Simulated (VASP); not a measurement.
# GaN (rocksalt type): single point with PBE

The system is GaN (rocksalt type).

```xyz
2
Lattice="0.0000 2.0908 2.0908 2.0908 0.0000 2.0908 2.0908 2.0908 0.0000" Properties=species:S:1:pos:R:3 pbc="T T T"
Ga    0.0000    0.0000    0.0000
N     2.0908    2.0908    2.0908
```

This cell differs from its parent crystal: volume scaled by 0.94.

| Quantity | Value |
| --- | --- |
| Program | VASP 6.6.1 |
| Task | single point |
| Functional | PBE |
| Potentials or basis | VASP PAW PBE potentials, release 64 (Ga_d, N) |
| Cutoff | 520 eV |
| k mesh | 15 × 15 × 15 |
| Occupations | fermi-dirac, width 0.1 eV |
| Spin | no spin polarisation |
| Dipole correction | no |
| Further INCAR settings | ALGO = Normal; EDIFF = 1e-06; NBANDS = 16 |

The pressure is 15.8 GPa. The band gap on the k mesh is 0.88 eV, indirect (least direct gap 3.16 eV).

Levels at points of the mesh, in eV from the valence-band top:
```tsv
k point	band 5	band 6	band 7	band 8	band 9	band 10	band 11	band 12	band 13	band 14
(0.00, 0.00, 0.00)	-13.87	-13.87	-0.54	-0.54	-0.54	2.62	14.92	14.92	14.92	16.21
```

It took 23 s on 1 thread of Intel Xeon 6975P-C, with other jobs on the host, peak memory 0.17 GiB.

 A k mesh can miss the band edges.
